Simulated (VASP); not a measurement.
# Au (Fm-3m) in VASP: a series of runs

Au is run at these levels: LDA; tasks: single point.

Program: VASP 6.6.1. These are calculated values, not measurements. Logs are shortened: lines on timing, memory, paths and dates and some standing lists are left out, and cuts for length are marked.

## (1) The cell of the first run

The structure is cubic, space group Fm-3m (No. 225). The conventional cell has a = 4.048 Å, b = 4.048 Å, c = 4.048 Å, α = 90.00°, β = 90.00°, γ = 90.00°. Within 3.8 Å of Au (site symmetry m-3m) lie 12 Au at 2.86 Å.

## (2) Single point, LDA

INCAR

```
PREC     = Accurate       # precision mode
ENCUT    = 520            # plane-wave cutoff, eV
EDIFF    = 1E-7           # SCF threshold, eV
ISMEAR   = -1             # smearing method
SIGMA    = 0.05           # smearing width, eV
LREAL    = F              # projectors in reciprocal space
LASPH    = T              # aspherical terms in the spheres
NELM     = 100            # most SCF steps
ALGO     = Normal         # electronic algorithm
ISIF     = 2              # what is computed and relaxed
LWAVE    = F              # write WAVECAR
LCHARG   = F              # write CHGCAR
GGA      = CA             # functional
NBANDS   = 18             # bands
```

KPOINTS

```
regular mesh
0
Gamma
  11 11 8
```

POSCAR

```
Au
1.0
    2.0241690384      2.0241690384      0.0000000000
   -2.0241690384      2.0241690384      0.0000000000
    0.0000000000      0.0000000000      4.0483380768
Au
2
Direct
    0.0000000000      0.0000000000      0.0000000000
    0.5000000000      0.5000000000      0.5000000000
```

Potentials or basis: VASP PAW LDA potentials, release 64 (Au).

On the command line:

```
> cat potpaw_LDA.64/Au/POTCAR > POTCAR
> mpirun -np 1 vasp_std > vasp.out
```

OUTCAR:

```text
PREC = Accurate
   ENCUT = 520
   EDIFF = 1E-7
   ISMEAR = -1
   LREAL = F
   LASPH = T
   NELM = 100
   ISIF = 2
   GGA = CA

 ion  position               nearest neighbor table
   1  0.000  0.000  0.000-   2 2.86   2 2.86   2 2.86   2 2.86   2 2.86   2 2.86   2 2.86   2 2.86

   2  0.500  0.500  0.500-   1 2.86   1 2.86   1 2.86   1 2.86   1 2.86   1 2.86   1 2.86   1 2.86

  LATTYP: Found a simple tetragonal cell.
 ALAT       =     2.8626073066
 C/A-ratio  =     1.4142135624

  Lattice vectors:

 A1 = (   2.0241690384,   2.0241690384,   0.0000000000)
 A2 = (  -2.0241690384,   2.0241690384,   0.0000000000)
 A3 = (   0.0000000000,   0.0000000000,   4.0483380768)

Analysis of symmetry for initial positions (statically):
=====================================================================
 Subroutine PRICEL returns following result:

  LATTYP: Found a face centered cubic cell.
 ALAT       =     4.0483380768

  Lattice vectors:

 A1 = (   0.0000000000,  -2.0241690384,  -2.0241690384)
 A2 = (   2.0241690384,   0.0000000000,  -2.0241690384)
 A3 = (   2.0241690384,  -2.0241690384,  -0.0000000000)

   2 primitive cells build up your supercell.

 Routine SETGRP: Setting up the symmetry group for a
 simple tetragonal supercell.

 Subroutine GETGRP returns: Found 16 space group operations
 (whereof 16 operations were pure point group operations)
 out of a pool of 16 trial point group operations.

The static configuration has the point symmetry D_4h.

Analysis of symmetry for dynamics (positions and initial velocities):
=====================================================================
 Subroutine PRICEL returns following result:

  LATTYP: Found a face centered cubic cell.
 ALAT       =     4.0483380768

  Lattice vectors:

 A1 = (   0.0000000000,  -2.0241690384,  -2.0241690384)
 A2 = (   2.0241690384,   0.0000000000,  -2.0241690384)
 A3 = (   2.0241690384,  -2.0241690384,  -0.0000000000)

   2 primitive cells build up your supercell.

 Routine SETGRP: Setting up the symmetry group for a
 simple tetragonal supercell.

 Subroutine GETGRP returns: Found 16 space group operations
 (whereof 16 operations were pure point group operations)
 out of a pool of 16 trial point group operations.

The dynamic configuration has the point symmetry D_4h.

 Subroutine INISYM returns: Found 16 space group operations
 (whereof 16 operations are pure point group operations),
 and found     2 'primitive' translations

----------------------------------------------------------------------------------------

                                     Primitive cell

  volume of cell :      16.5871

  direct lattice vectors                    reciprocal lattice vectors
     0.000000000 -2.024169038 -2.024169038    -0.247014943 -0.247014943 -0.247014943
     2.024169038  0.000000000 -2.024169038     0.247014943  0.247014943 -0.247014943
     2.024169038 -2.024169038 -0.000000000     0.247014943 -0.247014943  0.247014943

  length of vectors
     2.862607307  2.862607307  2.862607307     0.427842432  0.427842432  0.427842432

  position of ions in fractional coordinates (direct lattice)
     0.000000000  0.000000000  0.000000000

  ion indices of the primitive-cell ions
   primitive index   ion index
                 1           1

----------------------------------------------------------------------------------------

 KPOINTS: regular mesh

Automatic generation of k-mesh.
 Grid dimensions read from file:
 generate k-points for:   11   11    8

 Generating k-lattice:

  Cartesian coordinates                     Fractional coordinates (reciprocal lattice)
     0.022455904  0.022455904  0.000000000     0.090909091  0.000000000  0.000000000
    -0.022455904  0.022455904  0.000000000     0.000000000  0.090909091  0.000000000
     0.000000000  0.000000000  0.030876868     0.000000000  0.000000000  0.125000000

  Length of vectors
     0.031757444  0.031757444  0.030876868

  Shift w.r.t. Gamma in fractional coordinates (k-lattice)
     0.000000000  0.000000000  0.000000000

 Subroutine IBZKPT returns following result:
 ===========================================

 Found    105 irreducible k-points:

 Following reciprocal coordinates:
            Coordinates               Weight
  0.000000  0.000000  0.000000      1.000000
  0.090909  0.000000  0.000000      4.000000
  0.181818  0.000000  0.000000      4.000000
  0.272727  0.000000  0.000000      4.000000
  0.363636  0.000000  0.000000      4.000000
  0.454545  0.000000  0.000000      4.000000
[... 16 lines left out ...]
  0.090909  0.000000  0.125000      8.000000
  0.181818  0.000000  0.125000      8.000000
 [... further k-points ...]
   k-points           NKPTS =    105   k-points in BZ     NKDIM =    105   number of bands    NBANDS=     18
   number of dos      NEDOS =    301   number of ions     NIONS =      2
   total plane-waves  NPLWV =  17280
   dimension x,y,z NGX =    24 NGY =   24 NGZ =   30
   dimension x,y,z NGXF=    48 NGYF=   48 NGZF=   60
   ions per type =               2
   NGX,Y,Z   is equivalent  to a cutoff of  13.94, 13.94, 12.32 a.u.
   NGXF,Y,Z  is equivalent  to a cutoff of  27.88, 27.88, 24.64 a.u.
 SYSTEM =  unknown system
   PREC   = accura    normal or accurate (medium, high low for compatibility)
   ISTART =      0    job   : 0-new  1-cont  2-samecut
   ICHARG =      2    charge: 1-file 2-atom 10-const
   ISPIN  =      1    spin polarized calculation?
   LNONCOLLINEAR =      F non collinear calculations
   LSORBIT =      F    spin-orbit coupling
   LASPH  =      T    aspherical Exc in radial PAW
   ENCUT  =  520.0 eV  38.22 Ry    6.18 a.u.   5.32  5.32  7.53*2*pi/ulx,y,z
   NELM   =    100;   NELMIN=  2; NELMDL= -5     # of ELM steps
   EDIFF  = 0.1E-06   stopping-criterion for ELM
   LREAL  =      F    real-space projection
   EDIFFG = 0.1E-05   stopping-criterion for IOM
   NSW    =      0    number of steps for IOM
   IBRION =     -1    ionic relax: 0-MD 1-quasi-New 2-CG
   NFREE  =      0    steps in history (QN), initial steepest desc. (CG)
   ISIF   =      2    stress and relaxation
   ISYM   =      2    0-nonsym 1-usesym 2-fastsym
   POTIM  = 0.5000    time-step for ionic-motion
   TEBEG  =    0.0;   TEEND  =   0.0 temperature during run
   PSTRESS=    0.0 pullay stress
   NELECT =      22.0000    total number of electrons
   NUPDOWN=      -1.0000    fix difference up-down
   EMIN   =  10.00;   EMAX   =-10.00  energy-range for DOS
   EFERMI =   0.00;   METHOD = LEGACY
   ISMEAR =    -1;   SIGMA  =   0.05  broadening in eV -4-tet -1-fermi 0-gaus
   EFERMI_NEDOS =   21; number of points for ismear=-14 and -15
   IALGO  =     38    algorithm
   IMIX   =      4    mixing-type and parameters
     AMIX     =   0.40;   BMIX     =  1.00
     AMIX_MAG =   1.60;   BMIX_MAG =  1.00
  volume/ion in A,a.u.               =      16.59       111.94
  Fermi-wavevector in a.u.,A,eV,Ry     =   1.427630  2.697829 27.730401  2.038127
  Thomas-Fermi vector in A             =   2.547779
   LORBIT       =      0    0 simple, 1 ext, 2 COOP (PROOUT), +10 PAW based schemes
   GGA     = CA    functional components
   LHFCALC =     F    Hartree Fock is set to
   AEXX    =    0.0000 exact exchange contribution
   IVDW    =     0    specifies the selected vdW correction
   LEPSILON=     F    determine dielectric tensor
   LRPA    =     F    only Hartree local field effects (RPA)
 non-spin polarized calculation
  energy-cutoff  :      520.00
  volume of cell :       33.17
 maximum number of plane-waves:       912
 NGX is ok and might be reduce to    24
   NGX = 11   NGY = 11   NGZ = 15

 number of electron      22.0000002 magnetization

 Free energy of the ion-electron system (eV)
  ---------------------------------------------------
  ext. energy  EPLUGINS =         0.00000000
  ---------------------------------------------------
  free energy    TOTEN  =        -8.89634831 eV

  energy without entropy =       -8.89142591  energy(sigma->0) =       -8.89388711

 E-fermi :   9.8132     XC(G=0): -13.1404

 val. band max:        9.7541712828   @ k =   0.4545   0.0000   0.3750
 cond. band min:       9.8274756376   @ k =   0.3636   0.1818   0.5000
 fundamental gap:      0.0733043548
 Fermi energy:         9.8131568813

 k-point     1 :       0.0000    0.0000    0.0000
  band No.  band energies     occupation
      1      -0.4546      2.00000
      2       2.4000      2.00000
      3       2.7255      2.00000
      4       4.8879      2.00000
      5       4.8897      2.00000
      6       4.8897      2.00000
[... 10 lines left out ...]
     17      27.2976      0.00000
     18      28.3054      0.00000

 k-point     2 :       0.0909    0.0000    0.0000
  band No.  band energies     occupation
      1      -0.2577      2.00000
      2       2.5245      2.00000
      3       2.8443      2.00000
      4       4.8132      2.00000
      5       4.9523      2.00000
      6       4.9743      2.00000
[... 10 lines left out ...]
     17      27.2912      0.00000
     18      27.8880      0.00000

 k-point     3 :       0.1818    0.0000    0.0000
  band No.  band energies     occupation
      1       0.3089      2.00000
      2       2.7951      2.00000
      3       3.2452      2.00000
      4       4.6200      2.00000
      5       5.1358      2.00000
      6       5.1652      2.00000
[... 10 lines left out ...]
     17      25.4202      0.00000
     18      27.8981      0.00000

 k-point     4 :       0.2727    0.0000    0.0000
  band No.  band energies     occupation
      1       1.1682      2.00000
      2       3.1167      2.00000
      3       3.8342      2.00000
      4       4.3984      2.00000
      5       5.2488      2.00000
      6       5.4276      2.00000
[... 10 lines left out ...]
     17      24.8139      0.00000
     18      27.3991      0.00000

 k-point     5 :       0.3636    0.0000    0.0000
  band No.  band energies     occupation
      1       2.1771      2.00000
      2       3.4431      2.00000
      3       4.2467      2.00000
      4       4.3252      2.00000
      5       4.8883      2.00000
      6       5.0977      2.00000
[... 10 lines left out ...]
     17      24.8989      0.00000
     18      26.7090      0.00000

 k-point     6 :       0.4545    0.0000    0.0000
  band No.  band energies     occupation
      1       3.0958      2.00000
      2       3.5626      2.00000
      3       4.2457      2.00000
      4       4.4499      2.00000
      5       4.5665      2.00000
      6       4.8151      2.00000
[... 10 lines left out ...]
     17      26.3292      0.00000
     18      26.5131      0.00000

 k-point     7 :       0.0909    0.0909    0.0000
  band No.  band energies     occupation
      1      -0.0624      2.00000
      2       2.6611      2.00000
      3       2.9489      2.00000
      4       4.6835      2.00000
      5       5.0691      2.00000
      6       5.0708      2.00000
[... 10 lines left out ...]
     17      27.2897      0.00000
     18      28.0728      0.00000

 k-point     8 :       0.1818    0.0909    0.0000
  band No.  band energies     occupation
      1       0.4970      2.00000
      2       2.9501      2.00000
      3       3.3211      2.00000
      4       4.4585      2.00000
      5       5.2781      2.00000
      6       5.2927      2.00000
[... 10 lines left out ...]
     17      25.6890      0.00000
     18      27.5872      0.00000
[... 229 lines left out ...]
     17      21.4992      0.00000
     18      21.5004      0.00000

 k-point    20 :       0.4545    0.3636    0.0000
  band No.  band energies     occupation
      1       2.5943      2.00000
      2       2.6990      2.00000
      3       2.9246      2.00000
      4       2.9836      2.00000
      5       6.7666      2.00000
      6       7.1265      2.00000
[... 10 lines left out ...]
     17      20.4166      0.00000
     18      20.5761      0.00000

 k-point    21 :       0.4545    0.4545    0.0000
  band No.  band energies     occupation
      1       2.4348      2.00000
      2       2.4677      2.00000
      3       2.7637      2.00000
      4       2.7829      2.00000
      5       7.6449      2.00000
      6       7.7009      2.00000
[... 10 lines left out ...]
     17      19.9559      0.00000
     18      19.9572      0.00000

 k-point    22 :       0.0000    0.0000    0.1250
  band No.  band energies     occupation
      1      -0.2678      2.00000
      2       2.4632      2.00000
      3       2.7946      2.00000
      4       4.7880      2.00000
      5       4.9757      2.00000
      6       4.9757      2.00000
[... 10 lines left out ...]
     17      27.1414      0.00000
     18      27.7230      0.00000

 k-point    23 :       0.0909    0.0000    0.1250
  band No.  band energies     occupation
      1      -0.0762      2.00000
      2       2.5887      2.00000
      3       2.9117      2.00000
      4       4.7639      2.00000
      5       5.0140      2.00000
      6       5.0226      2.00000
[... 10 lines left out ...]
     17      26.3906      0.00000
     18      27.7415      0.00000

 k-point    24 :       0.1818    0.0000    0.1250
  band No.  band energies     occupation
      1       0.4682      2.00000
      2       2.8452      2.00000
      3       3.3185      2.00000
      4       4.6396      2.00000
      5       5.1490      2.00000
      6       5.1585      2.00000
[... 10 lines left out ...]
     17      25.3473      0.00000
     18      27.8226      0.00000

 [... further k-points ...]

------------------------ aborting loop because EDIFF is reached ----------------------------------------

  FORCE on cell =-STRESS in cart. coord.  units (eV):
  Direction    XX          YY          ZZ          XY          YZ          ZX
  --------------------------------------------------------------------------------------
  -------------------------------------------------------------------------------------
  Total        0.0242236      0.0242236      0.1575008      0.0000000      0.0000000      0.0000000
  in kB        1.1699000      1.1699000      7.6066448      0.0000000      0.0000000      0.0000000
  external PRESSURE =       3.3154816 kB  Pullay stress =       0.0000000 kB

 VOLUME and BASIS-vectors are now :
 -----------------------------------------------------------------------------
  energy-cutoff  :      520.00
  volume of cell :       33.17
      direct lattice vectors                 reciprocal lattice vectors
     2.024169038  2.024169038  0.000000000     0.247014943  0.247014943  0.000000000
    -2.024169038  2.024169038  0.000000000    -0.247014943  0.247014943  0.000000000
     0.000000000  0.000000000  4.048338077     0.000000000  0.000000000  0.247014943

 POSITION                                       TOTAL-FORCE (eV/Angst)
 -----------------------------------------------------------------------------------
      0.00000      0.00000      0.00000        -0.000000      0.000000     -0.000000
      0.00000      2.02417      2.02417         0.000000     -0.000000      0.000000
 -----------------------------------------------------------------------------------
    total drift:                               -0.000000      0.000000     -0.000000

  FREE ENERGIE OF THE ION-ELECTRON SYSTEM (eV)
  ---------------------------------------------------
  free  energy   TOTEN  =        -8.8963483117 eV

  energy  without entropy=       -8.8914259079  energy(sigma->0) =       -8.89388711
```

Wall time 55 s (1 thread of Intel Xeon 8259CL, shared host); peak memory 0.17 GiB.

What came out:

| Property | Result |
| --- | --- |
| Free energy | -8.8963 eV |
| Pressure | 0.3 GPa |
| Band gap on the k mesh | zero (bands 11 and 12 overlap by 6.79 eV) |

Caveat: spin-orbit coupling is left out, which moves the levels of the heavy elements.

## (3) Single point, LDA

INCAR

```
SYSTEM = Au
PREC = Accurate
ENCUT = 520
EDIFF = 1E-6
ISMEAR = -1
SIGMA = 0.05
LREAL = .False.
LASPH = .True.
NELM = 100
ALGO = Normal
ISIF = 2
LWAVE = .False.
LCHARG = .False.
NBANDS = 18
```

KPOINTS

```
Automatic mesh
0
Gamma
  11 11 8
  0 0 0
```

POSCAR is that of step 2.

Potentials or basis: VASP PAW LDA potentials, release 64 (Au).

On the command line:

```
> cat potpaw_LDA.64/Au/POTCAR > POTCAR
> mpirun -np 1 vasp_std > vasp.out
```

OUTCAR:

```text
SYSTEM = Au
   PREC = Accurate
   ENCUT = 520
   EDIFF = 1E-6
   ISMEAR = -1
   LREAL = .False.
   LASPH = .True.
   NELM = 100
   ISIF = 2

 ion  position               nearest neighbor table
   1  0.000  0.000  0.000-   2 2.86   2 2.86   2 2.86   2 2.86   2 2.86   2 2.86   2 2.86   2 2.86

   2  0.500  0.500  0.500-   1 2.86   1 2.86   1 2.86   1 2.86   1 2.86   1 2.86   1 2.86   1 2.86

  LATTYP: Found a simple tetragonal cell.
 ALAT       =     2.8626073066
 C/A-ratio  =     1.4142135624

  Lattice vectors:

[... 710 lines left out ...]

  FORCE on cell =-STRESS in cart. coord.  units (eV):
  Direction    XX          YY          ZZ          XY          YZ          ZX
  --------------------------------------------------------------------------------------
  -------------------------------------------------------------------------------------
  Total        0.0238169      0.0238169      0.1571231      0.0000000      0.0000000      0.0000000
  in kB        1.1502563      1.1502563      7.5884031      0.0000000      0.0000000      0.0000000
  external PRESSURE =       3.2963052 kB  Pullay stress =       0.0000000 kB

 VOLUME and BASIS-vectors are now :
 -----------------------------------------------------------------------------
  energy-cutoff  :      520.00
  volume of cell :       33.17
      direct lattice vectors                 reciprocal lattice vectors
     2.024169038  2.024169038  0.000000000     0.247014943  0.247014943  0.000000000
    -2.024169038  2.024169038  0.000000000    -0.247014943  0.247014943  0.000000000
     0.000000000  0.000000000  4.048338077     0.000000000  0.000000000  0.247014943

 POSITION                                       TOTAL-FORCE (eV/Angst)
 -----------------------------------------------------------------------------------
      0.00000      0.00000      0.00000         0.000000      0.000000      0.000000
      0.00000      2.02417      2.02417        -0.000000     -0.000000      0.000000
 -----------------------------------------------------------------------------------
    total drift:                               -0.000000      0.000000     -0.000000

  FREE ENERGIE OF THE ION-ELECTRON SYSTEM (eV)
  ---------------------------------------------------
  free  energy   TOTEN  =        -8.8963483097 eV

  energy  without entropy=       -8.8914259009  energy(sigma->0) =       -8.89388711
```

It took 52 s on 1 thread of Intel Xeon 8259CL, shared host; peak memory 0.17 GiB.

What came out:

| Quantity | Value |
| --- | --- |
| Free energy | -8.8963 eV |
| Pressure | 0.3 GPa |
| Band gap on the k mesh | zero (bands 11 and 12 overlap by 6.79 eV) |

Caveat: spin-orbit coupling is left out, which moves the levels of the heavy elements.

The gap in the log of VASP goes by the Fermi energy; the results here count the filled bands.